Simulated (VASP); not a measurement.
# SiS2 (Ibam) in VASP: settings compared, part 2 of 2

VASP 6.6.1. The steps go on from the part before.

**3. Single point, PBE-based screened hybrid with 15 % exact exchange**

POSCAR

```
SiS2
1.0
   -2.7679656562      4.8810386948      2.7714513474
    2.7679656562     -4.8810386948      2.7714513474
    2.7679656562      4.8810386948     -2.7714513474
Si S
2 4
Direct
    0.7500000000      0.7500000000      0.0000000000
    0.2500000000      0.2500000000      0.0000000000
    0.8826845766      0.7893462369      0.6720308135
    0.1173154234      0.2106537631      0.3279691865
    0.3826845766      0.7106537631      0.0933383396
    0.6173154234      0.2893462369      0.9066616604
```

INCAR.step1

```
PREC     = Accurate       # precision mode
ENCUT    = 400            # plane-wave cutoff, eV
EDIFF    = 1E-5           # SCF threshold, eV
ISMEAR   = 0              # smearing method
SIGMA    = 0.05           # smearing width, eV
LREAL    = False          # projectors in reciprocal space
LASPH    = True           # aspherical terms in the spheres
NELM     = 120            # most SCF steps
ALGO     = Normal         # electronic algorithm
ISIF     = 2              # what is computed and relaxed
LWAVE    = True           # write WAVECAR
LCHARG   = False          # write CHGCAR
GGA      = PE             # functional
NBANDS   = 25             # bands
GGA_COMPAT= False        
KPAR     = 4
```

INCAR.step2

```
PREC     = Accurate       # precision mode
ENCUT    = 400            # plane-wave cutoff, eV
EDIFF    = 1E-6           # SCF threshold, eV
ISMEAR   = 0              # smearing method
SIGMA    = 0.05           # smearing width, eV
LREAL    = False          # projectors in reciprocal space
LASPH    = True           # aspherical terms in the spheres
NELM     = 120            # most SCF steps
ALGO     = Normal         # electronic algorithm
ISIF     = 2              # what is computed and relaxed
LWAVE    = False          # write WAVECAR
LCHARG   = False          # write CHGCAR
GGA      = PE             # functional
LHFCALC  = True           # exact exchange
AEXX     = 0.15           # exact-exchange fraction
HFSCREEN = 0.5            # screening, 1/A
PRECFOCK = Normal       
ISTART   = 1            
NBANDS   = 25             # bands
GGA_COMPAT= False        
KPAR     = 4
```

KPOINTS

```
regular mesh
0
Gamma
  4 4 4
```

Potentials or basis: VASP PAW PBE potentials, release 64 (Si, S).

The run is started by

```bash
cat potpaw_PBE.64/Si/POTCAR potpaw_PBE.64/S/POTCAR > POTCAR
cp INCAR.step1 INCAR
mpirun -np 4 vasp_std > vasp.out
cp INCAR.step2 INCAR
mpirun -np 4 vasp_std > vasp.out
```

OUTCAR:

```text
PREC = Accurate
   ENCUT = 400
   EDIFF = 1E-6
   ISMEAR = 0
   LREAL = False
   LASPH = True
   NELM = 120
   ISIF = 2
   GGA = PE
   LHFCALC = True
   AEXX = 0.15
   HFSCREEN = 0.5
   PRECFOCK = Normal
   ISTART = 1

 ion  position               nearest neighbor table
   1  0.750  0.750  0.000-   5 2.14   3 2.14   4 2.14   6 2.14   2 2.77   2 2.77
   2  0.250  0.250  0.000-   6 2.14   4 2.14   3 2.14   5 2.14   1 2.77   1 2.77
   3  0.883  0.789  0.672-   1 2.14   2 2.14
   4  0.117  0.211  0.328-   2 2.14   1 2.14
   5  0.383  0.711  0.093-   1 2.14   2 2.14
   6  0.617  0.289  0.907-   2 2.14   1 2.14

  LATTYP: Found a body centered orthorhombic cell.
 ALAT       =     5.5359313124
 B/A-ratio  =     1.0012592971
 C/A-ratio  =     1.7634029107

  Lattice vectors:

 A1 = (  -2.7679656562,   4.8810386948,  -2.7714513474)
 A2 = (   2.7679656562,   4.8810386948,   2.7714513474)
 A3 = (   2.7679656562,  -4.8810386948,  -2.7714513474)

Analysis of symmetry for initial positions (statically):
=====================================================================
 Subroutine PRICEL returns:
 Original cell was already a primitive cell.

 Routine SETGRP: Setting up the symmetry group for a
 body centered orthorhombic supercell.

 Subroutine GETGRP returns: Found  8 space group operations
 (whereof  4 operations were pure point group operations)
 out of a pool of  8 trial point group operations.

The static configuration has the point symmetry C_2h.
 The point group associated with its full space group is D_2h.

Analysis of symmetry for dynamics (positions and initial velocities):
=====================================================================
 Subroutine PRICEL returns:
 Original cell was already a primitive cell.

 Routine SETGRP: Setting up the symmetry group for a
[... 134 lines left out ...]
   LHFCALC =     T    Hartree Fock is set to
   PRECFOCK=normal    Normal, Fast or Accurate (Low or Medium for compatibility)
   ENCUT4O =  -1.0   cutoff for four orbital integrals eV
   NKREDX  =     1    reduce k-point grid by
   NKREDY  =     1    reduce k-point grid by
   NKREDZ  =     1    reduce k-point grid by
   AEXX    =    0.1500 exact exchange contribution
   HFSCREEN=    0.5000 screening length (either q_TF or 0.3 A-1)
   HFSCREENC=   0.5000 screening length for correlation (either q_TF or 0.3 A-1)
   ENCUTFOCK=  -1.0 apply spherical cutoff to Coloumb kernel
   IVDW    =     0    specifies the selected vdW correction
   LEPSILON=     F    determine dielectric tensor
   LRPA    =     F    only Hartree local field effects (RPA)
 non-spin polarized calculation
 Gauss-broadening in eV      SIGMA  =   0.05
  energy-cutoff  :      400.00
  volume of cell :      149.78
 maximum number of plane-waves:      2736
 NGX is ok and might be reduce to    42
  NGX = 32; NGY = 32; NGZ = 32

 number of electron      31.9999999 magnetization

 Free energy of the ion-electron system (eV)
  ---------------------------------------------------
  ext. energy  EPLUGINS =         0.00000000
  ---------------------------------------------------
  free energy    TOTEN  =       -33.39848282 eV

  energy without entropy =      -33.39848282  energy(sigma->0) =      -33.39848282

 E-fermi :   2.0939     XC(G=0):  -7.6211

 val. band max:        1.8240739156   @ k =  -0.2500   0.2500   0.2500
 cond. band min:       4.9225600272   @ k =   0.5000   0.5000   0.5000
 fundamental gap:      3.0984861115
 Fermi energy:         2.0939331082

 k-point     1 :       0.0000    0.0000    0.0000
  band No.  band energies     occupation
      1     -13.3578      2.00000
      2     -11.1874      2.00000
      3     -10.6338      2.00000
      4     -10.5160      2.00000
      5      -5.9110      2.00000
      6      -4.3512      2.00000
[... 493 lines left out ...]
     24       8.5698      0.00000
     25       8.8514      0.00000

------------------------ aborting loop because EDIFF is reached ----------------------------------------

  FORCE on cell =-STRESS in cart. coord.  units (eV):
  Direction    XX          YY          ZZ          XY          YZ          ZX
  --------------------------------------------------------------------------------------
  -------------------------------------------------------------------------------------
  Total        0.2703332      0.3075295      0.1670797      0.0000000      0.0000000      0.0000000
  in kB        2.8918099      3.2897062      1.7872857      0.0000000      0.0000000      0.0000000
  external PRESSURE =       2.6562673 kB  Pullay stress =       0.0000000 kB

 VOLUME and BASIS-vectors are now :
 -----------------------------------------------------------------------------
  energy-cutoff  :      400.00
  volume of cell :      149.78
      direct lattice vectors                 reciprocal lattice vectors
    -2.767965656  4.881038695  2.771451347     0.000000000  0.102437213  0.180410888
     2.767965656 -4.881038695  2.771451347     0.180638079  0.000000000  0.180410888
     2.767965656  4.881038695 -2.771451347     0.180638079  0.102437213  0.000000000

 POSITION                                       TOTAL-FORCE (eV/Angst)
 -----------------------------------------------------------------------------------
      0.00000      0.00000      4.15718         0.000000      0.000000      0.000000
      0.00000      0.00000      1.38573         0.000000      0.000000      0.000000
      1.60180      3.73580      2.77145         0.180612      0.180155      0.000000
      1.16616      1.14524      0.00000        -0.180612     -0.180155     -0.000000
      1.16616     -1.14524      2.77145        -0.180612      0.180155      0.000000
      1.60180      6.02628     -0.00000         0.180612     -0.180155     -0.000000
 -----------------------------------------------------------------------------------
    total drift:                               -0.000002      0.000006      0.000020

  FREE ENERGIE OF THE ION-ELECTRON SYSTEM (eV)
  ---------------------------------------------------
  free  energy   TOTEN  =       -33.3984828218 eV

  energy  without entropy=      -33.3984828218  energy(sigma->0) =      -33.39848282
```

OUTCAR.step1:

```text
PREC = Accurate
   ENCUT = 400
   EDIFF = 1E-5
   ISMEAR = 0
   LREAL = False
[... 736 lines left out ...]
      1.60180      3.73580      2.77145         0.028016      0.032405      0.000000
      1.16616      1.14524      0.00000        -0.028016     -0.032405     -0.000000
      1.16616     -1.14524      2.77145        -0.028016      0.032405      0.000000
      1.60180      6.02628     -0.00000         0.028016     -0.032405     -0.000000
 -----------------------------------------------------------------------------------
    total drift:                               -0.000000      0.000000      0.000000

  FREE ENERGIE OF THE ION-ELECTRON SYSTEM (eV)
  ---------------------------------------------------
  free  energy   TOTEN  =       -31.3273777188 eV

  energy  without entropy=      -31.3273777188  energy(sigma->0) =      -31.32737772
```

OSZICAR.step1:

```text
N       E                     dE             d eps       ncg     rms          rms(c)
DAV:   1     0.133065547874E+03    0.13307E+03   -0.11090E+04   900   0.864E+02
DAV:   2    -0.214678720483E+02   -0.15453E+03   -0.14621E+03  1254   0.174E+02
DAV:   3    -0.321080114680E+02   -0.10640E+02   -0.10561E+02  1205   0.488E+01
DAV:   4    -0.322984867330E+02   -0.19048E+00   -0.19031E+00  1120   0.803E+00
DAV:   5    -0.323038835281E+02   -0.53968E-02   -0.53956E-02  1181   0.131E+00    0.180E+01
DAV:   6    -0.314479194312E+02    0.85596E+00   -0.12731E+00   990   0.471E+00    0.105E+01
DAV:   7    -0.313302838726E+02    0.11764E+00   -0.10186E+00  1094   0.425E+00    0.301E+00
DAV:   8    -0.313276496981E+02    0.26342E-02   -0.10991E-01  1056   0.160E+00    0.819E-01
DAV:   9    -0.313272252080E+02    0.42449E-03   -0.43323E-03  1215   0.343E-01    0.456E-01
DAV:  10    -0.313273874406E+02   -0.16223E-03   -0.16661E-03  1039   0.198E-01    0.864E-02
DAV:  11    -0.313273734994E+02    0.13941E-04   -0.10264E-04  1174   0.569E-02    0.587E-02
DAV:  12    -0.313273777188E+02   -0.42193E-05   -0.12638E-05   662   0.188E-02
   1 F= -.31327378E+02 E0= -.31327378E+02  d E =-.110927E-14
```

It took 16 min on 4 MPI ranks of AMD EPYC 7R13 (Zen 3), shared host; peak memory 0.38 GiB.

Results:

* Free energy: -33.3985 eV
* Pressure: 0.3 GPa
* Largest force: 0.255 eV/Å
* Band gap on the k mesh: 3.10 eV (least direct gap 3.38 eV)

Forces on the atoms (eV/Å):
```
Si   0.000  0.000  0.000
Si   0.000  0.000  0.000
S    0.181  0.180  0.000
S   -0.181 -0.180  0.000
S   -0.181  0.180  0.000
S    0.181 -0.180  0.000
```

Stress tensor (GPa, compression positive):
```
0.29 0.00 0.00
0.00 0.33 0.00
0.00 0.00 0.18
```

Levels at points of the mesh, in eV from the valence-band top:
```
           k point  band 12  band 13  band 14  band 15  band 16  band 17  band 18  band 19  band 20  band 21
(0.00, 0.00, 0.00)    -2.04    -1.61    -0.80    -0.74    -0.53     3.82     4.24     4.32     5.77     6.32
(0.50, 0.00, 0.00)    -2.12    -1.26    -1.26    -0.72    -0.72     3.74     3.74     5.35     5.35     6.15
(0.00, 0.50, 0.00)    -2.10    -0.98    -0.98    -0.62    -0.62     3.63     3.63     5.01     5.01     6.10
(0.50, 0.50, 0.00)    -2.16    -1.89    -1.32    -1.06    -0.04     4.30     4.96     5.24     5.25     5.70
(0.50, 0.50, 0.50)    -2.18    -2.06    -1.91    -1.38    -0.28     3.10     4.19     4.51     5.25     5.47
```

Caveat: the PAW data sets were made with another functional, which shifts forces and pressure a little. A k mesh can miss the band edges.
